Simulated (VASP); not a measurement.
# C (Cmme) in VASP: notebook

The runs below take C through single point, relaxation of cell and atoms, with PBE.

Program: VASP 6.6.1. These are calculated values, not measurements. Logs are shortened: lines on timing, memory, paths and dates and some standing lists are left out, and cuts for length are marked.

**1. The cell of the first run**

Symmetry: Cmme, No. 67, orthorhombic system. Conventional cell: a = 4.548 Å, b = 5.381 Å, c = 3.018 Å, α = 90.00°, β = 90.00°, γ = 90.00°. Within 2.1 Å of C (site symmetry m) lie 5 C at 1.55 to 2.10 Å. Within 2.1 Å of C (site symmetry 222) lie 4 C at 1.55 Å.

**2. Single point, PBE**

File INCAR:

```
SYSTEM = C
ALGO     = Normal         ! electronic algorithm
EDIFF    = 1E-6           ! SCF threshold, eV
ENCUT    = 520            ! plane-wave cutoff, eV
GGA      = PE             ! functional
ISIF     = 2              ! what is computed and relaxed
ISMEAR   = 0              ! smearing method
LASPH    = .True.         ! aspherical terms in the spheres
LCHARG   = .True.         ! write CHGCAR
LELF     = .True.         ! ELF
LREAL    = .False.        ! projectors in reciprocal space
LVHAR    = .True.       
LWAVE    = .False.        ! write WAVECAR
NBANDS   = 21             ! bands
NELM     = 60             ! most SCF steps
PREC     = Accurate       ! precision mode
SIGMA    = 0.1            ! smearing width, eV
```

File KPOINTS:

```
k-points
0
Gamma
  6 6 6
  0 0 0
```

File POSCAR:

```
C
1.0
    2.2737667485     -2.6903860891      0.0000000000
    2.2737667485      2.6903860891      0.0000000000
    0.0000000000      0.0000000000      3.0184650870
C
6
Direct
    0.6038199973      0.3961800027      0.2941060982
    0.8961800027      0.1038199973      0.2941060982
    0.3961800027      0.6038199973      0.7058939018
    0.1038199973      0.8961800027      0.7058939018
    0.7500000000      0.7500000000      0.0000000000
    0.2500000000      0.2500000000      0.0000000000
```

Potentials or basis: VASP PAW PBE potentials, release 64 (C).

Command:

```console
> cat potpaw_PBE.64/C/POTCAR > POTCAR
> mpirun -np 1 vasp_std > vasp.out
```

OUTCAR:

```text
SYSTEM = C
   EDIFF = 1E-6
   ENCUT = 520
   GGA = PE
   ISIF = 2
   ISMEAR = 0
   LASPH = .True.
   LREAL = .False.
   NELM = 60
   PREC = Accurate

 ion  position               nearest neighbor table
   1  0.604  0.396  0.294-   5 1.55   6 1.55   2 1.57   3 1.67
   2  0.896  0.104  0.294-   5 1.55   6 1.55   1 1.57   4 1.67
   3  0.396  0.604  0.706-   5 1.55   6 1.55   4 1.57   1 1.67
   4  0.104  0.896  0.706-   5 1.55   6 1.55   3 1.57   2 1.67
   5  0.750  0.750  0.000-   1 1.55   2 1.55   3 1.55   4 1.55
   6  0.250  0.250  0.000-   1 1.55   2 1.55   3 1.55   4 1.55

  LATTYP: Found a base centered orthorhombic cell.
 ALAT       =     4.5475334970
 B/A-ratio  =     1.1832287067
 C/A-ratio  =     0.6637587362

  Lattice vectors:

 A1 = (   2.2737667485,  -2.6903860891,   0.0000000000)
 A2 = (   2.2737667485,   2.6903860891,   0.0000000000)
 A3 = (   0.0000000000,   0.0000000000,   3.0184650870)

Analysis of symmetry for initial positions (statically):
=====================================================================
 Subroutine PRICEL returns:
 Original cell was already a primitive cell.

 Routine SETGRP: Setting up the symmetry group for a
 base centered orthorhombic supercell.

 Subroutine GETGRP returns: Found  8 space group operations
 (whereof  4 operations were pure point group operations)
 out of a pool of  8 trial point group operations.

The static configuration has the point symmetry C_2h.
 The point group associated with its full space group is D_2h.

Analysis of symmetry for dynamics (positions and initial velocities):
=====================================================================
 Subroutine PRICEL returns:
 Original cell was already a primitive cell.

 Routine SETGRP: Setting up the symmetry group for a
 base centered orthorhombic supercell.

 Subroutine GETGRP returns: Found  8 space group operations
 (whereof  4 operations were pure point group operations)
 out of a pool of  8 trial point group operations.

The dynamic configuration has the point symmetry C_2h.
 The point group associated with its full space group is D_2h.

 Subroutine INISYM returns: Found  8 space group operations
 (whereof  4 operations are pure point group operations),
 and found     1 'primitive' translations

[... 94 lines left out ...]
   ISTART =      0    job   : 0-new  1-cont  2-samecut
   ICHARG =      2    charge: 1-file 2-atom 10-const
   ISPIN  =      1    spin polarized calculation?
   LNONCOLLINEAR =      F non collinear calculations
   LSORBIT =      F    spin-orbit coupling
   LASPH  =      T    aspherical Exc in radial PAW
   ENCUT  =  520.0 eV  38.22 Ry    6.18 a.u.   6.55  6.55  5.61*2*pi/ulx,y,z
   NELM   =     60;   NELMIN=  2; NELMDL= -5     # of ELM steps
   EDIFF  = 0.1E-05   stopping-criterion for ELM
   LREAL  =      F    real-space projection
   EDIFFG = 0.1E-04   stopping-criterion for IOM
   NSW    =      0    number of steps for IOM
   IBRION =     -1    ionic relax: 0-MD 1-quasi-New 2-CG
   NFREE  =      0    steps in history (QN), initial steepest desc. (CG)
   ISIF   =      2    stress and relaxation
   ISYM   =      2    0-nonsym 1-usesym 2-fastsym
   POTIM  = 0.5000    time-step for ionic-motion
   TEBEG  =    0.0;   TEEND  =   0.0 temperature during run
   PSTRESS=    0.0 pullay stress
   NELECT =      24.0000    total number of electrons
   NUPDOWN=      -1.0000    fix difference up-down
   EMIN   =  10.00;   EMAX   =-10.00  energy-range for DOS
   EFERMI =   0.00;   METHOD = LEGACY
   ISMEAR =     0;   SIGMA  =   0.10  broadening in eV -4-tet -1-fermi 0-gaus
   EFERMI_NEDOS =   21; number of points for ismear=-14 and -15
   IALGO  =     38    algorithm
   IMIX   =      4    mixing-type and parameters
     AMIX     =   0.40;   BMIX     =  1.00
     AMIX_MAG =   1.60;   BMIX_MAG =  1.00
  volume/ion in A,a.u.               =       6.15        41.54
  Fermi-wavevector in a.u.,A,eV,Ry     =   1.418033  2.679694 27.358836  2.010818
  Thomas-Fermi vector in A             =   2.539201
   LORBIT       =      0    0 simple, 1 ext, 2 COOP (PROOUT), +10 PAW based schemes
   GGA     = PE    functional components
   LHFCALC =     F    Hartree Fock is set to
   AEXX    =    0.0000 exact exchange contribution
   IVDW    =     0    specifies the selected vdW correction
   LEPSILON=     F    determine dielectric tensor
   LRPA    =     F    only Hartree local field effects (RPA)
 non-spin polarized calculation
 Gauss-broadening in eV      SIGMA  =   0.10
  energy-cutoff  :      520.00
  volume of cell :       36.93
 maximum number of plane-waves:      1010
 NGX is ok and might be reduce to    28
   NGX = 13   NGY = 13   NGZ = 11

 number of electron      24.0000004 magnetization

 Free energy of the ion-electron system (eV)
  ---------------------------------------------------
  ext. energy  EPLUGINS =         0.00000000
  ---------------------------------------------------
  free energy    TOTEN  =       -49.67943167 eV

  energy without entropy =      -49.67943167  energy(sigma->0) =      -49.67943167

 E-fermi :  10.2733     XC(G=0): -12.7823

 val. band max:        9.7575257766   @ k =   0.5000   0.5000   0.5000
 cond. band min:      10.9039270649   @ k =   0.5000   0.5000   0.0000
 fundamental gap:      1.1464012883
 Fermi energy:        10.2733308738

 k-point     1 :       0.0000    0.0000    0.0000
  band No.  band energies     occupation
      1     -12.3932      2.00000
      2      -5.8122      2.00000
      3      -3.3624      2.00000
      4      -3.1447      2.00000
      5       0.3240      2.00000
      6       1.7935      2.00000
[... 565 lines left out ...]
     20      19.7720      0.00000
     21      20.9115      0.00000

 [... further k-points ...]
[... 5 lines left out ...]
  --------------------------------------------------------------------------------------
  -------------------------------------------------------------------------------------
  Total        0.2044788      0.1205317      0.1107972      0.0000000      0.0000000      0.0000000
  in kB        8.8711954      5.2291979      4.8068726      0.0000000      0.0000000      0.0000000
  external PRESSURE =       6.3024219 kB  Pullay stress =       0.0000000 kB

 VOLUME and BASIS-vectors are now :
 -----------------------------------------------------------------------------
  energy-cutoff  :      520.00
  volume of cell :       36.93
      direct lattice vectors                 reciprocal lattice vectors
     2.273766748 -2.690386089  0.000000000     0.219899425 -0.185846932  0.000000000
     2.273766748  2.690386089  0.000000000     0.219899425  0.185846932  0.000000000
     0.000000000  0.000000000  3.018465087     0.000000000  0.000000000  0.331294208

 POSITION                                       TOTAL-FORCE (eV/Angst)
 -----------------------------------------------------------------------------------
      2.27377     -0.55863      0.88775         0.000000     -0.013531      0.031058
      2.27377     -2.13175      0.88775         0.000000      0.013531      0.031058
      2.27377      0.55863      2.13072         0.000000      0.013531     -0.031058
      2.27377      2.13175      2.13072         0.000000     -0.013531     -0.031058
      3.41065      0.00000      0.00000         0.000000      0.000000     -0.000000
      1.13688      0.00000      0.00000         0.000000     -0.000000     -0.000000
 -----------------------------------------------------------------------------------
    total drift:                               -0.000000     -0.000000     -0.000000

  FREE ENERGIE OF THE ION-ELECTRON SYSTEM (eV)
  ---------------------------------------------------
  free  energy   TOTEN  =       -49.6794316747 eV

  energy  without entropy=      -49.6794316747  energy(sigma->0) =      -49.67943167
```

OSZICAR:

```text
N       E                     dE             d eps       ncg     rms          rms(c)
DAV:   1     0.467743788743E+02    0.46774E+02   -0.12808E+04  2184   0.110E+03
DAV:   2    -0.480203233268E+02   -0.94795E+02   -0.90963E+02  2804   0.211E+02
DAV:   3    -0.515169043797E+02   -0.34966E+01   -0.34721E+01  2907   0.354E+01
DAV:   4    -0.515395102666E+02   -0.22606E-01   -0.22591E-01  2894   0.325E+00
DAV:   5    -0.515397033873E+02   -0.19312E-03   -0.19310E-03  2824   0.288E-01    0.907E+00
DAV:   6    -0.500828670557E+02    0.14568E+01   -0.13926E+00  2624   0.689E+00    0.523E+00
DAV:   7    -0.496762145197E+02    0.40665E+00   -0.98808E-01  2606   0.573E+00    0.163E+00
DAV:   8    -0.496785371122E+02   -0.23226E-02   -0.39466E-02  2963   0.125E+00    0.655E-01
DAV:   9    -0.496793717383E+02   -0.83463E-03   -0.26032E-03  2672   0.359E-01    0.561E-02
DAV:  10    -0.496794120192E+02   -0.40281E-04   -0.24280E-04  3050   0.980E-02    0.201E-02
DAV:  11    -0.496794305883E+02   -0.18569E-04   -0.28845E-05  2659   0.365E-02    0.698E-03
DAV:  12    -0.496794315985E+02   -0.10102E-05   -0.27021E-06  2798   0.109E-02    0.189E-03
DAV:  13    -0.496794316747E+02   -0.76211E-07   -0.43163E-07  1702   0.480E-03
   1 F= -.49679432E+02 E0= -.49679432E+02  d E =-.728374E-15
```

stdout:

```text
POSCAR found type information on POSCAR C
 POSCAR found :  1 types and       6 ions
 scaLAPACK will be used
 LDA part: xc-table for (Slater+PW92), standard interpolation
 POSCAR, INCAR and KPOINTS ok, starting setup
 FFT: planning ... GRIDC
 FFT: planning ... GRID_SOFT
 FFT: planning ... GRID
 WAVECAR not read
 entering main loop
```

Run time: 15 s. Hardware: 1 thread of Intel Xeon 6975P-C (Granite Rapids), shared host; peak memory 0.15 GiB.

Results:

- Free energy: -49.6794 eV
- Pressure: 0.6 GPa
- Largest force: 0.034 eV/Å
- Band gap on the k mesh: 1.15 eV, indirect (least direct gap 3.48 eV)

Forces on the atoms (eV/Å):
```
C    0.000 -0.014  0.031
C    0.000  0.014  0.031
C    0.000  0.014 -0.031
C    0.000 -0.014 -0.031
C    0.000  0.000  0.000
C    0.000  0.000  0.000
```

Levels at points of the mesh, in eV from the valence-band top:
| k point | band 8 | band 9 | band 10 | band 11 | band 12 | band 13 | band 14 | band 15 | band 16 | band 17 |
| --- | --- | --- | --- | --- | --- | --- | --- | --- | --- | --- |
| (0.00, 0.00, 0.00) | -7.16 | -5.58 | -5.04 | -5.02 | -4.69 | 1.86 | 2.54 | 5.96 | 6.72 | 6.80 |
| (0.50, 0.00, 0.00) | -7.53 | -6.65 | -6.65 | -2.89 | -2.89 | 4.21 | 4.21 | 4.80 | 4.80 | 7.74 |
| (0.50, 0.50, 0.00) | -6.37 | -6.22 | -3.60 | -3.33 | -2.33 | 1.15 | 3.60 | 4.88 | 5.73 | 8.38 |
| (0.00, 0.00, 0.50) | -8.44 | -6.56 | -5.02 | -4.15 | -2.50 | 2.70 | 3.07 | 3.17 | 4.54 | 5.94 |
| (0.50, 0.00, 0.50) | -7.79 | -5.03 | -5.03 | -4.35 | -4.35 | 4.04 | 4.04 | 6.05 | 6.05 | 7.82 |
| (0.50, 0.50, 0.50) | -10.49 | -2.44 | -1.99 | -1.84 | 0.00 | 3.49 | 5.57 | 7.07 | 7.40 | 8.13 |

**3. Relaxation of cell and atoms, PBE**

This run uses another cell than the first one, of 5.49 Å³/atom, 0.892 times its volume.

File INCAR:

```
  PREC = Accurate
  ENCUT = 600
  EDIFF = 1E-6
  ISMEAR = 0
  SIGMA = 0.1
  LREAL = False
  LASPH = True
  NELM = 100
  ALGO = Normal
  ISIF = 3
  LWAVE = False
  LCHARG = False
  GGA = PE
  IBRION = 2
  NSW = 90
  EDIFFG = -0.04
```

File KPOINTS:

```
regular mesh
0
Gamma
  6 6 6
```

File POSCAR:

```
C
1.0
    2.1103944800     -2.5896256900      0.0000000000
    2.1103944800      2.5896256900      0.0000000000
    0.0000000000      0.0000000000      3.0134504300
C
6
Direct
    0.6039974100      0.3960025900      0.3101849400
    0.8960025900      0.1039974100      0.3101849400
    0.3960025900      0.6039974100      0.6898150600
    0.1039974100      0.8960025900      0.6898150600
    0.7500000000      0.7500000000      0.0000000000
    0.2500000000      0.2500000000      0.0000000000
```

Potentials or basis: VASP PAW PBE potentials, release 64 (C).

Command:

```console
> cat potpaw_PBE.64/C/POTCAR > POTCAR
> mpirun -np 1 vasp_std > vasp.out
```

OUTCAR:

```text
PREC = Accurate
   ENCUT = 600
   EDIFF = 1E-6
   ISMEAR = 0
   LREAL = False
   LASPH = True
   NELM = 100
   ISIF = 3
   GGA = PE
   IBRION = 2
   NSW = 90
   EDIFFG = -0.04

 ion  position               nearest neighbor table
   1  0.604  0.396  0.310-   5 1.51   6 1.51   2 1.51   3 1.57
   2  0.896  0.104  0.310-   5 1.51   6 1.51   1 1.51   4 1.57
   3  0.396  0.604  0.690-   5 1.51   6 1.51   4 1.51   1 1.57
   4  0.104  0.896  0.690-   5 1.51   6 1.51   3 1.51   2 1.57
   5  0.750  0.750  0.000-   1 1.51   2 1.51   3 1.51   4 1.51
   6  0.250  0.250  0.000-   1 1.51   2 1.51   3 1.51   4 1.51

  LATTYP: Found a base centered orthorhombic cell.
 ALAT       =     4.2207889600
 B/A-ratio  =     1.2270813417
 C/A-ratio  =     0.7139543006

  Lattice vectors:

 A1 = (   2.1103944800,  -2.5896256900,   0.0000000000)
 A2 = (   2.1103944800,   2.5896256900,   0.0000000000)
[... 230 lines left out ...]
 E-fermi :   8.9382     XC(G=0): -12.2012

 val. band max:        8.6487841093   @ k =   0.5000   0.5000   0.5000
 cond. band min:       9.2277031307   @ k =   0.5000   0.5000   0.0000
 fundamental gap:      0.5789190214
 Fermi energy:         8.9382437053

 k-point     1 :       0.0000    0.0000    0.0000
  band No.  band energies     occupation
      1     -12.5486      2.00000
      2      -6.8704      2.00000
      3      -4.5675      2.00000
      4      -4.0756      2.00000
      5      -0.2070      2.00000
      6       0.9171      2.00000
[... 726 lines left out ...]
--------------------------------------- Ionic step        9  -------------------------------------------

 number of electron      24.0000004 magnetization

 Free energy of the ion-electron system (eV)
  ---------------------------------------------------
  ext. energy  EPLUGINS =         0.00000000
  ---------------------------------------------------
  free energy    TOTEN  =       -49.67818805 eV

  energy without entropy =      -49.67818805  energy(sigma->0) =      -49.67818805

 E-fermi :  10.1750     XC(G=0): -12.7833

 val. band max:        9.7614223795   @ k =   0.5000   0.5000   0.5000
 cond. band min:      10.9081061793   @ k =   0.5000   0.5000   0.0000
 fundamental gap:      1.1466837999
 Fermi energy:        10.1750244129

 k-point     1 :       0.0000    0.0000    0.0000
  band No.  band energies     occupation
      1     -12.3886      2.00000
      2      -5.8079      2.00000
      3      -3.3585      2.00000
      4      -3.1485      2.00000
      5       0.3306      2.00000
      6       1.7939      2.00000
[... 480 lines left out ...]
  FREE ENERGIE OF THE ION-ELECTRON SYSTEM (eV)
  ---------------------------------------------------
  free  energy   TOTEN  =       -49.6781880513 eV

  energy  without entropy=      -49.6781880513  energy(sigma->0) =      -49.67818805

 reached required accuracy - stopping structural energy minimisation
```

OSZICAR:

```text
N       E                     dE             d eps       ncg     rms          rms(c)
DAV:   1     0.741413286582E+02    0.74141E+02   -0.14807E+04  1664   0.164E+03
DAV:   2    -0.482016500719E+02   -0.12234E+03   -0.12000E+03  2240   0.269E+02
DAV:   3    -0.510404693099E+02   -0.28388E+01   -0.28358E+01  2280   0.453E+01
[... 64 lines left out ...]
   8 F= -.49677743E+02 E0= -.49677743E+02  d E =-.806770E-03
       N       E                     dE             d eps       ncg     rms          rms(c)
DAV:   1    -0.496781782990E+02   -0.43507E-03   -0.40418E-02  1760   0.168E+00    0.462E-02
DAV:   2    -0.496781986050E+02   -0.20306E-04   -0.51101E-04  2384   0.184E-01    0.280E-02
DAV:   3    -0.496781879296E+02    0.10675E-04   -0.35357E-05  1992   0.441E-02    0.460E-03
DAV:   4    -0.496781880513E+02   -0.12174E-06   -0.17391E-06  2008   0.108E-02
   9 F= -.49678188E+02 E0= -.49678188E+02  d E =-.125185E-02
```

CONTCAR:

```text
C
   1.00000000000000
     2.2752392166503475   -2.6898148433713773    0.0000000000000000
     2.2752392166503475    2.6898148433713773   -0.0000000000000000
     0.0000000000000000    0.0000000000000000    3.0171979868773349
  C
     6
Direct
     0.6038617169465312    0.3961382830534688    0.2944477720879665
     0.8961382830534688    0.1038617169465312    0.2944477720879665
     0.3961382830534688    0.6038617169465312    0.7055522279120335
     0.1038617169465312    0.8961382830534688    0.7055522279120335
     0.7500000000000000    0.7500000000000000    0.0000000000000000
     0.2500000000000000    0.2500000000000000    0.0000000000000000

  0.00000000E+00  0.00000000E+00  0.00000000E+00
  0.00000000E+00  0.00000000E+00  0.00000000E+00
  0.00000000E+00  0.00000000E+00  0.00000000E+00
  0.00000000E+00  0.00000000E+00  0.00000000E+00
  0.00000000E+00  0.00000000E+00  0.00000000E+00
  0.00000000E+00  0.00000000E+00  0.00000000E+00
```

Wall time 55 s (1 thread of Intel Xeon 6975P-C (Granite Rapids), shared host); peak memory 0.15 GiB.

What came out:

```
Free energy                            : -49.6782 eV
Relaxed volume                         : 6.16 Å³/atom
Relaxed cell                           : a = 3.523 Å, b = 3.523 Å, c = 3.017 Å, α = 90.00°, β = 90.00°, γ = 99.55°
Space group after relaxing (to 0.05 Å) : Cmme (No. 67)
Energy gained by relaxing              : 178.8 meV/atom
Ionic steps                            : 9
Pressure after relaxing                : 0.2 GPa
Largest force after relaxing           : 0.017 eV/Å
Band gap on the k mesh                 : 1.15 eV, indirect (least direct gap 3.47 eV)
```

Forces in eV/Å, atoms in the order of the input:
```
C    0.000  0.016 -0.007
C    0.000 -0.016 -0.007
C    0.000 -0.016  0.007
C    0.000  0.016  0.007
C    0.000  0.000  0.000
C    0.000  0.000  0.000
```

Stress tensor (GPa, compression positive):
```
-0.07  0.00  0.00
 0.00  0.43  0.00
 0.00  0.00  0.22
```

Step by step:
```csv
step,energy change (eV),largest force (eV/Å),pressure (GPa),volume (Å³)
1,0.0000,1.6503,50.15,32.94
2,-0.1618,0.7487,-34.65,41.62
3,-1.0634,0.2963,-3.46,37.22
4,-1.0643,0.3298,-2.27,37.09
5,-1.0639,0.3527,-1.46,37.01
6,-1.0632,0.4400,3.81,36.68
7,-1.0715,0.1261,1.05,36.85
8,-1.0723,0.0979,-0.31,36.98
9,-1.0727,0.0171,0.19,36.93
```

Final structure:
```
CELL_PARAMETERS angstrom
2.27524 -2.68981 0.00000
2.27524 2.68981 0.00000
0.00000 0.00000 3.01720
ATOMIC_POSITIONS crystal
C 0.60386 0.39614 0.29445
C 0.89614 0.10386 0.29445
C 0.39614 0.60386 0.70555
C 0.10386 0.89614 0.70555
C 0.75000 0.75000 0.00000
C 0.25000 0.25000 0.00000
```

Levels at points of the mesh, in eV from the valence-band top:
| k point | band 9 | band 10 | band 11 | band 12 | band 13 | band 14 | band 15 | band 16 |
| --- | --- | --- | --- | --- | --- | --- | --- | --- |
| (0.00, 0.00, 0.00) | -5.57 | -5.05 | -5.03 | -4.68 | 1.86 | 2.55 | 5.97 | 6.78 |
| (0.50, 0.00, 0.00) | -6.64 | -6.64 | -2.89 | -2.89 | 4.22 | 4.22 | 4.79 | 4.79 |
| (0.50, 0.50, 0.00) | -6.21 | -3.60 | -3.34 | -2.33 | 1.15 | 3.59 | 4.88 | 5.73 |
| (0.00, 0.00, 0.50) | -6.56 | -5.02 | -4.14 | -2.50 | 2.71 | 3.08 | 3.16 | 4.50 |
| (0.50, 0.00, 0.50) | -5.03 | -5.03 | -4.36 | -4.36 | 4.03 | 4.03 | 6.05 | 6.05 |
| (0.50, 0.50, 0.50) | -2.44 | -1.99 | -1.85 | 0.00 | 3.49 | 5.57 | 7.05 | 7.38 |

A k mesh can miss the band edges.
